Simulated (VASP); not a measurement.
# Pt: single point with PBE0

Crystal: Pt.

```
Pt
1.0
    -1.61529    1.61529    1.61529
     1.61529   -1.61529    1.61529
     1.61529    1.61529   -1.61529
Pt
1
Direct
  0.00000 0.00000 0.00000
```

This isn't the form of Pt at room conditions, which is fcc.

```
Program                            : VASP 6.6.1
Task                               : single point
Functional                         : PBE0
Potentials or basis                : VASP PAW PBE potentials, release 64 (Pt)
Cutoff                             : 520 eV
k mesh                             : 8 × 8 × 8
Occupations                        : fermi-dirac, width 0.05 eV
Spin                               : no spin polarisation
Dipole correction                  : no
Grid for exact exchange (PRECFOCK) : Normal
Further INCAR settings             : ALGO = Normal; EDIFF = 1e-07; NBANDS = 11
Share of exact exchange            : 0.25
```

The pressure is -18.3 GPa and the band gap on the k mesh is zero (bands 5 and 6 overlap by 3.27 eV).

Levels at points of the mesh, in eV from the Fermi level:
```tsv
k point	band 1	band 2	band 3	band 4	band 5	band 6	band 7	band 8	band 9	band 10
(0.00, 0.00, 0.00)	-10.07	-4.18	-4.18	-4.18	-2.10	-2.10	18.70	18.70	18.70	28.16
(0.50, 0.00, 0.00)	-7.26	-5.63	-2.15	-1.68	0.86	1.32	7.22	14.71	17.09	25.61
(0.50, 0.50, 0.50)	-6.96	-6.96	0.62	0.62	0.62	8.77	8.77	8.77	13.92	19.77
```

Run time: 25 min on 1 thread of Intel(R) Xeon(R) Platinum 8375C CPU @ 2.90GHz (Ice Lake) (shared host), peak memory 0.16 GiB.

Caveat: the cell stands under tension; the PAW data sets were made with another functional, which shifts forces and pressure a little; spin-orbit coupling is left out, which moves the levels of the heavy elements.
